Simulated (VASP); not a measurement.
# In3Sb3H10 in VASP: single point with PBEsol

Aim: the single point of In3Sb3H10 with PBEsol.

All numbers are computed with VASP 6.6.1; they aren't measurements. Logs are shortened: lines on timing, memory, paths and dates and some standing lists are left out, and cuts for length are marked.

## Step 1: The cell of the first run

The cell holds a wire or tube with vacuum around it, 16 atoms: a = 15.900 Å, b = 16.200 Å, c = 6.520 Å, α = 90.00°, β = 90.00°, γ = 90.00°.

## Step 2: Single point, PBEsol

The input, INCAR:

```
SYSTEM = In3Sb3H10
PREC = Accurate
ENCUT = 400
EDIFF = 1E-6
ISMEAR = 0
SIGMA = 0.05
LREAL = Auto
LASPH = .TRUE.
NELM = 120
ALGO = Normal
ISIF = 2
LWAVE = .FALSE.
LCHARG = .FALSE.
GGA = PS
NBANDS = 61
GGA_COMPAT = .FALSE.
```

The input, KPOINTS:

```
regular mesh
0
G
  1 1 9
  0 0 0
```

The input, POSCAR:

```
In3Sb3H10
1.0
   15.9000000000      0.0000000000      0.0000000000
    0.0000000000     16.2000000000      0.0000000000
    0.0000000000      0.0000000000      6.5198581153
In Sb H
3 3 10
Direct
    0.5518014163      0.5508421308      0.0000000000
    0.5518014163      0.3496119420      0.5000000000
    0.3467744315      0.5508421308      0.5000000000
    0.6543149086      0.4502270364      0.2500000000
    0.4492879239      0.6514572251      0.2500000000
    0.4492879239      0.4502270364      0.7500000000
    0.6149831438      0.6128538263      0.8459185076
    0.6149831438      0.2876002464      0.6540814924
    0.4886196887      0.2876002464      0.3459185076
    0.7164072961      0.5111695648      0.4014249149
    0.7164072961      0.3892845080      0.0985750851
    0.2835927039      0.6128538263      0.6540814924
    0.2835927039      0.4888304352      0.3459185076
    0.5113803113      0.7123997536      0.4014249149
    0.3871955364      0.7123997536      0.0985750851
    0.3871955364      0.3892845080      0.9014249149
```

Potentials or basis: VASP PAW PBE potentials, release 64 (In_d, Sb_d_GW, H).

On the command line:

```console
$ cat potpaw_PBE.64/In_d/POTCAR potpaw_PBE.64/Sb_d_GW/POTCAR potpaw_PBE.64/H/POTCAR > POTCAR
$ mpirun -np 1 vasp_std > vasp.out
```

OUTCAR:

```text
SYSTEM = In3Sb3H10
   PREC = Accurate
   ENCUT = 400
   EDIFF = 1E-6
   ISMEAR = 0
   LREAL = Auto
   LASPH = .TRUE.
   NELM = 120
   ISIF = 2
   GGA = PS

 ion  position               nearest neighbor table
   1  0.552  0.551  0.000-   7 1.74   5 2.82   4 2.82   6 2.82
   2  0.552  0.350  0.500-   8 1.74   9 1.74   4 2.82   6 2.82
   3  0.347  0.551  0.500-  12 1.74  13 1.74   5 2.82   6 2.82
   4  0.654  0.450  0.250-  10 1.71  11 1.71   1 2.82   2 2.82
   5  0.449  0.651  0.250-  14 1.71  15 1.71   1 2.82   3 2.82
   6  0.449  0.450  0.750-  16 1.71   2 2.82   3 2.82   1 2.82
   7  0.615  0.613  0.846-   1 1.74
   8  0.615  0.288  0.654-   2 1.74
   9  0.489  0.288  0.346-   2 1.74
  10  0.716  0.511  0.401-   4 1.71
  11  0.716  0.389  0.099-   4 1.71
  12  0.284  0.613  0.654-   3 1.74
  13  0.284  0.489  0.346-   3 1.74
  14  0.511  0.712  0.401-   5 1.71
  15  0.387  0.712  0.099-   5 1.71
  16  0.387  0.389  0.901-   6 1.71

  LATTYP: Found a simple orthorhombic cell.
 ALAT       =     6.5198581153
 B/A-ratio  =     2.4387033765
 C/A-ratio  =     2.4847166477

  Lattice vectors:

 A1 = (   0.0000000000,   0.0000000000,   6.5198581153)
 A2 = (  15.9000000000,   0.0000000000,   0.0000000000)
 A3 = (   0.0000000000,  16.2000000000,   0.0000000000)

Analysis of symmetry for initial positions (statically):
=====================================================================
 Subroutine PRICEL returns:
 Original cell was already a primitive cell.

 Routine SETGRP: Setting up the symmetry group for a
 simple orthorhombic supercell.

 Subroutine GETGRP returns: Found  1 space group operations
 (whereof  1 operations were pure point group operations)
 out of a pool of  8 trial point group operations.

The static configuration has the point symmetry C_1 .

Analysis of symmetry for dynamics (positions and initial velocities):
=====================================================================
 Subroutine PRICEL returns:
 Original cell was already a primitive cell.

 Routine SETGRP: Setting up the symmetry group for a
 simple orthorhombic supercell.

 Subroutine GETGRP returns: Found  1 space group operations
 (whereof  1 operations were pure point group operations)
 out of a pool of  8 trial point group operations.

The dynamic configuration has the point symmetry C_1 .

 Subroutine INISYM returns: Found  1 space group operations
 (whereof  1 operations are pure point group operations),
 and found     1 'primitive' translations

----------------------------------------------------------------------------------------

                                     Primitive cell

  volume of cell :    1679.3851

  direct lattice vectors                    reciprocal lattice vectors
    15.900000000  0.000000000  0.000000000     0.062893082  0.000000000  0.000000000
     0.000000000 16.200000000  0.000000000     0.000000000  0.061728395  0.000000000
     0.000000000  0.000000000  6.519858115     0.000000000  0.000000000  0.153377571

  length of vectors
    15.900000000 16.200000000  6.519858115     0.062893082  0.061728395  0.153377571

  position of ions in fractional coordinates (direct lattice)
     0.551801416  0.550842131  0.000000000
     0.551801416  0.349611942  0.500000000
     0.346774432  0.550842131  0.500000000
     0.654314909  0.450227036  0.250000000
     0.449287924  0.651457225  0.250000000
     0.449287924  0.450227036  0.750000000
[... 8 lines left out ...]
     0.387195536  0.712399754  0.098575085
     0.387195536  0.389284508  0.901424915

  ion indices of the primitive-cell ions
   primitive index   ion index
                 1           1
                 2           2
                 3           3
                 4           4
                 5           5
                 6           6
[... 8 lines left out ...]
                15          15
                16          16

----------------------------------------------------------------------------------------

 KPOINTS: regular mesh

Automatic generation of k-mesh.
 Grid dimensions read from file:
 generate k-points for:    1    1    9

 Generating k-lattice:

  Cartesian coordinates                     Fractional coordinates (reciprocal lattice)
     0.062893082  0.000000000  0.000000000     1.000000000  0.000000000  0.000000000
     0.000000000  0.061728395  0.000000000     0.000000000  1.000000000  0.000000000
     0.000000000  0.000000000  0.017041952     0.000000000  0.000000000  0.111111111

  Length of vectors
     0.062893082  0.061728395  0.017041952

  Shift w.r.t. Gamma in fractional coordinates (k-lattice)
     0.000000000  0.000000000  0.000000000

 Subroutine IBZKPT returns following result:
 ===========================================

 Found      5 irreducible k-points:

 Following reciprocal coordinates:
            Coordinates               Weight
  0.000000  0.000000  0.000000      1.000000
  0.000000  0.000000  0.111111      2.000000
  0.000000  0.000000  0.222222      2.000000
  0.000000  0.000000  0.333333      2.000000
  0.000000  0.000000  0.444444      2.000000
   k-points           NKPTS =      5   k-points in BZ     NKDIM =      5   number of bands    NBANDS=     61
   number of dos      NEDOS =    301   number of ions     NIONS =     16
   total plane-waves  NPLWV = 559872
   dimension x,y,z NGX =   108 NGY =  108 NGZ =   48
   dimension x,y,z NGXF=   216 NGYF=  216 NGZF=   96
   ions per type =               3   3  10
   NGX,Y,Z   is equivalent  to a cutoff of  11.29, 11.08, 12.24 a.u.
   NGXF,Y,Z  is equivalent  to a cutoff of  22.58, 22.17, 24.48 a.u.
 SYSTEM =  In3Sb3H10
   PREC   = accura    normal or accurate (medium, high low for compatibility)
   ISTART =      0    job   : 0-new  1-cont  2-samecut
   ICHARG =      2    charge: 1-file 2-atom 10-const
   ISPIN  =      1    spin polarized calculation?
   LNONCOLLINEAR =      F non collinear calculations
   LSORBIT =      F    spin-orbit coupling
   LASPH  =      T    aspherical Exc in radial PAW
   ENCUT  =  400.0 eV  29.40 Ry    5.42 a.u.  25.93 26.42 10.63*2*pi/ulx,y,z
   NELM   =    120;   NELMIN=  2; NELMDL= -5     # of ELM steps
   EDIFF  = 0.1E-05   stopping-criterion for ELM
   LREAL  =      T    real-space projection
   EDIFFG = 0.1E-04   stopping-criterion for IOM
   NSW    =      0    number of steps for IOM
   IBRION =     -1    ionic relax: 0-MD 1-quasi-New 2-CG
   NFREE  =      0    steps in history (QN), initial steepest desc. (CG)
   ISIF   =      2    stress and relaxation
   ISYM   =      2    0-nonsym 1-usesym 2-fastsym
   POTIM  = 0.5000    time-step for ionic-motion
   TEBEG  =    0.0;   TEEND  =   0.0 temperature during run
   PSTRESS=    0.0 pullay stress
   NELECT =      94.0000    total number of electrons
   NUPDOWN=      -1.0000    fix difference up-down
   EMIN   =  10.00;   EMAX   =-10.00  energy-range for DOS
   EFERMI =   0.00;   METHOD = LEGACY
   ISMEAR =     0;   SIGMA  =   0.05  broadening in eV -4-tet -1-fermi 0-gaus
   EFERMI_NEDOS =   21; number of points for ismear=-14 and -15
   IALGO  =     38    algorithm
   IMIX   =      4    mixing-type and parameters
     AMIX     =   0.40;   BMIX     =  1.00
     AMIX_MAG =   1.60;   BMIX_MAG =  1.00
  volume/ion in A,a.u.               =     104.96       708.32
  Fermi-wavevector in a.u.,A,eV,Ry     =   0.626230  1.183404  5.335719  0.392164
  Thomas-Fermi vector in A             =   1.687411
   LORBIT       =      0    0 simple, 1 ext, 2 COOP (PROOUT), +10 PAW based schemes
   GGA     = PS    functional components
   LHFCALC =     F    Hartree Fock is set to
   AEXX    =    0.0000 exact exchange contribution
   IVDW    =     0    specifies the selected vdW correction
   LEPSILON=     F    determine dielectric tensor
   LRPA    =     F    only Hartree local field effects (RPA)
 non-spin polarized calculation
 Gauss-broadening in eV      SIGMA  =   0.05
  energy-cutoff  :      400.00
  volume of cell :     1679.39
 maximum number of plane-waves:     30519
 NGX is ok and might be reduce to   108
   NGX = 51   NGY = 53   NGZ = 21

 number of electron      94.0000003 magnetization

 Free energy of the ion-electron system (eV)
  ---------------------------------------------------
  ext. energy  EPLUGINS =         0.00000000
  ---------------------------------------------------
  free energy    TOTEN  =       -50.25603398 eV

  energy without entropy =      -50.25603398  energy(sigma->0) =      -50.25603398

 E-fermi :  -4.4551     XC(G=0):  -2.0415

 val. band max:       -4.6907044420   @ k =   0.0000   0.0000   0.0000
 cond. band min:      -1.7224105955   @ k =   0.0000   0.0000   0.0000
 fundamental gap:      2.9682938466
 Fermi energy:        -4.4551427363

 k-point     1 :       0.0000    0.0000    0.0000
  band No.  band energies     occupation
      1     -32.7525      2.00000
      2     -32.7509      2.00000
      3     -32.7139      2.00000
      4     -32.7123      2.00000
      5     -32.6350      2.00000
      6     -32.6335      2.00000
[... 51 lines left out ...]
     58       0.6230      0.00000
     59       0.8289      0.00000

 k-point     2 :       0.0000    0.0000    0.1111
  band No.  band energies     occupation
      1     -32.7525      2.00000
      2     -32.7509      2.00000
      3     -32.7139      2.00000
      4     -32.7123      2.00000
      5     -32.6350      2.00000
      6     -32.6335      2.00000
[... 51 lines left out ...]
     58       0.6271      0.00000
     59       0.8402      0.00000

 k-point     3 :       0.0000    0.0000    0.2222
  band No.  band energies     occupation
      1     -32.7525      2.00000
      2     -32.7509      2.00000
      3     -32.7139      2.00000
      4     -32.7123      2.00000
      5     -32.6350      2.00000
      6     -32.6335      2.00000
[... 51 lines left out ...]
     58       0.6525      0.00000
     59       0.8900      0.00000

 k-point     4 :       0.0000    0.0000    0.3333
  band No.  band energies     occupation
      1     -32.7525      2.00000
      2     -32.7509      2.00000
      3     -32.7139      2.00000
      4     -32.7123      2.00000
      5     -32.6350      2.00000
      6     -32.6335      2.00000
[... 51 lines left out ...]
     58       0.7345      0.00000
     59       0.9380      0.00000

 k-point     5 :       0.0000    0.0000    0.4444
  band No.  band energies     occupation
      1     -32.7525      2.00000
      2     -32.7509      2.00000
      3     -32.7139      2.00000
      4     -32.7123      2.00000
      5     -32.6350      2.00000
      6     -32.6334      2.00000
[... 51 lines left out ...]
     58       0.8575      0.00000
     59       0.9859      0.00000
 [bands above 59 left out]

------------------------ aborting loop because EDIFF is reached ----------------------------------------

  FORCE on cell =-STRESS in cart. coord.  units (eV):
  Direction    XX          YY          ZZ          XY          YZ          ZX
  --------------------------------------------------------------------------------------
  -------------------------------------------------------------------------------------
  Total       -1.5485506     -1.5373610     -1.7414988     -0.3479883     -0.5732692     -0.5748853
  in kB       -1.4773578     -1.4666827     -1.6614355     -0.3319900     -0.5469139     -0.5484556
  external PRESSURE =      -1.5351587 kB  Pullay stress =       0.0000000 kB

 VOLUME and BASIS-vectors are now :
 -----------------------------------------------------------------------------
  energy-cutoff  :      400.00
  volume of cell :     1679.39
      direct lattice vectors                 reciprocal lattice vectors
    15.900000000  0.000000000  0.000000000     0.062893082  0.000000000  0.000000000
     0.000000000 16.200000000  0.000000000     0.000000000  0.061728395  0.000000000
     0.000000000  0.000000000  6.519858115     0.000000000  0.000000000  0.153377571

 POSITION                                       TOTAL-FORCE (eV/Angst)
 -----------------------------------------------------------------------------------
      8.77364      8.92364      0.00000         0.130168      0.127790     -0.491444
      8.77364      5.66371      3.25993        -0.011953     -0.872415      0.284488
      5.51371      8.92364      3.25993        -0.871374     -0.012894      0.285966
     10.40361      7.29368      1.62996        -0.731183      0.042686      0.231575
      7.14368     10.55361      1.62996         0.041111     -0.736108      0.231222
      7.14368      7.29368      4.88989         0.393603      0.397013     -0.083974
[... 8 lines left out ...]
      6.15641     11.54088      0.64270         0.283617      0.114426      0.205984
      6.15641      6.30641      5.87716         0.078012      0.078131     -0.122008
 -----------------------------------------------------------------------------------
    total drift:                                0.006278      0.005047     -0.002735

  FREE ENERGIE OF THE ION-ELECTRON SYSTEM (eV)
  ---------------------------------------------------
  free  energy   TOTEN  =       -50.2560339837 eV

  energy  without entropy=      -50.2560339837  energy(sigma->0) =      -50.25603398
```

Run time: 28 min. Hardware: 1 thread of AMD EPYC 7R13 (Zen 3), shared host; peak memory 1.1 GiB.

Results:

```
Free energy            : -50.2560 eV
Largest force          : 0.918 eV/Å
Band gap on the k mesh : 2.97 eV
```

Forces on the atoms (eV/Å):
```
In   0.130  0.128 -0.491
In  -0.012 -0.872  0.284
In  -0.871 -0.013  0.286
Sb  -0.731  0.043  0.232
Sb   0.041 -0.736  0.231
Sb   0.394  0.397 -0.084
H   -0.011 -0.010 -0.071
H    0.160  0.181  0.092
H   -0.045  0.280 -0.155
H    0.207 -0.196 -0.275
H    0.114  0.284  0.206
H    0.180  0.161  0.092
H    0.279 -0.045 -0.155
H   -0.196  0.207 -0.275
H    0.284  0.114  0.206
H    0.078  0.078 -0.122
```

Levels at points of the mesh, in eV from the valence-band top:
| k point | band 43 | band 44 | band 45 | band 46 | band 47 | band 48 | band 49 | band 50 | band 51 | band 52 |
| --- | --- | --- | --- | --- | --- | --- | --- | --- | --- | --- |
| (0.00, 0.00, 0.00) | -0.88 | -0.67 | -0.55 | -0.25 | 0.00 | 2.97 | 3.65 | 3.76 | 3.89 | 3.94 |

Caveat: the PAW data sets were made with another functional, which shifts forces and pressure a little; spin-orbit coupling is left out, which moves the levels of the heavy elements.
